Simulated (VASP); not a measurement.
Write the native input for VASP 6.6.1 that does the following.

| Item | Value |
| --- | --- |
| Task | single point |
| Functional | r2SCAN |
| Potentials or basis | VASP PAW PBE potentials, release 64 (F, Br, Na_pv) |
| Cutoff | 520 eV |
| k mesh | 6 × 6 × 6 |
| Occupations | gaussian, width 0.01 eV |
| Spin | no spin polarisation |
| Dipole correction | no |
| Further INCAR settings | ALGO = Normal; EDIFF = 1e-06; NBANDS = 22 |

Na2BrF:

```xyz
4
Lattice="1.8610 1.0744 6.0665 -1.8610 1.0744 6.0665 0.0000 -2.1489 6.0665" Properties=species:S:1:pos:R:3 pbc="T T T"
F     1.8610    1.0744    6.0665
Br    0.0000    0.0000    9.0998
Na    0.0000    0.0000    4.8654
Na    0.0000    0.0000   13.3341
```

This cell differs from its parent crystal: volume changed by -3%.

These files were run (other wordings do the same):

POSCAR

```
Na2BrF
1.0
    1.8609783659      1.0744363605      6.0665095363
   -1.8609783659      1.0744363605      6.0665095363
    0.0000000000     -2.1488727211      6.0665095363
F Br Na
1 1 2
Direct
    1.0000000000      0.0000000000      0.0000000000
    0.5000000000      0.5000000000      0.5000000000
    0.2673367675      0.2673367675      0.2673367675
    0.7326632325      0.7326632325      0.7326632325
```

INCAR.step1

```
PREC     = Accurate       # precision mode
ENCUT    = 520            # plane-wave cutoff, eV
ISMEAR   = 0              # smearing method
SIGMA    = 0.01           # smearing width, eV
LREAL    = False          # projectors in reciprocal space
LASPH    = True           # aspherical terms in the spheres
NELM     = 80             # most SCF steps
NBANDS   = 22             # bands
GGA      = PE             # functional
ALGO     = Normal         # electronic algorithm
EDIFF    = 1E-4           # SCF threshold, eV
LWAVE    = True           # write WAVECAR
LCHARG   = False          # write CHGCAR
```

INCAR.step2

```
PREC     = Accurate       # precision mode
ENCUT    = 520            # plane-wave cutoff, eV
EDIFF    = 1E-6           # SCF threshold, eV
ISMEAR   = 0              # smearing method
SIGMA    = 0.01           # smearing width, eV
LREAL    = False          # projectors in reciprocal space
LASPH    = True           # aspherical terms in the spheres
NELM     = 80             # most SCF steps
ALGO     = Normal         # electronic algorithm
ISIF     = 2              # what is computed and relaxed
LWAVE    = False          # write WAVECAR
LCHARG   = False          # write CHGCAR
METAGGA  = R2SCAN         # meta-GGA
LMIXTAU  = True         
NBANDS   = 22             # bands
ISTART   = 1
```

KPOINTS

```
Automatic mesh
0
Gamma
  6 6 6
```

Potentials or basis: VASP PAW PBE potentials, release 64 (F, Br, Na_pv).

The run is started by

```sh
$ cat potpaw_PBE.64/F/POTCAR potpaw_PBE.64/Br/POTCAR potpaw_PBE.64/Na_pv/POTCAR > POTCAR
$ cp INCAR.step1 INCAR
$ mpirun -np 1 vasp_std > vasp.out
$ cp INCAR.step2 INCAR
$ mpirun -np 1 vasp_std > vasp.out
```

Results of the run:

```
Pressure               : 0.7 GPa
Largest force          : 0.039 eV/Å
Band gap on the k mesh : 3.89 eV, direct
```

Caveat: the PAW data sets were made with another functional, which shifts forces and pressure a little.

It took 6.5 min on 1 thread of Intel(R) Xeon(R) Platinum 8488C (Sapphire Rapids) (shared host), peak memory 0.37 GiB.
